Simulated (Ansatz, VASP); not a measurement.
## One calculation of Cu, two programs

```xyz
1
Lattice="-1.4999 1.4999 1.2874 1.4999 -1.4999 1.2874 1.4999 1.4999 -1.2874" Properties=species:S:1:pos:R:3 pbc="T T T"
Cu    0.0000    0.0000    0.0000
```

Alike in both runs: task single point; functional LDA; k mesh 24 × 24 × 24; occupations gaussian, width 0.15 eV; no spin polarisation.

|  | VASP | Ansatz |
| --- | --- | --- |
| version | VASP 6.6.1 | Ansatz 0.2.0 |
| potentials or method | VASP PAW LDA potentials, release 64 (Cu), cutoff 520 eV | scalar-relativistic, plane waves, PAW |
| valence electrons in the cell | 11 | 19 |

|  | VASP | Ansatz | Ansatz less VASP |
| --- | --- | --- | --- |
| gap on the k mesh at the Fermi level (eV) | none | none | - |
| pressure (GPa) | -7.9 | -8.7 | -0.86 |
| traceless stress, the component that is largest in VASP (GPa) | 1.97 | 1.93 | -0.037 |

Ansatz warns that its potentials were made for another functional, while VASP's fit it. LDA's correlation is that of Perdew and Zunger in VASP and of Perdew and Wang (1992) in Ansatz. A gap of «none» marks a metal or a gap that the smearing closes. VASP's potentials hold 11 valence electrons a cell and Ansatz's 19, so a difference there can come from the potentials and not from the codes.
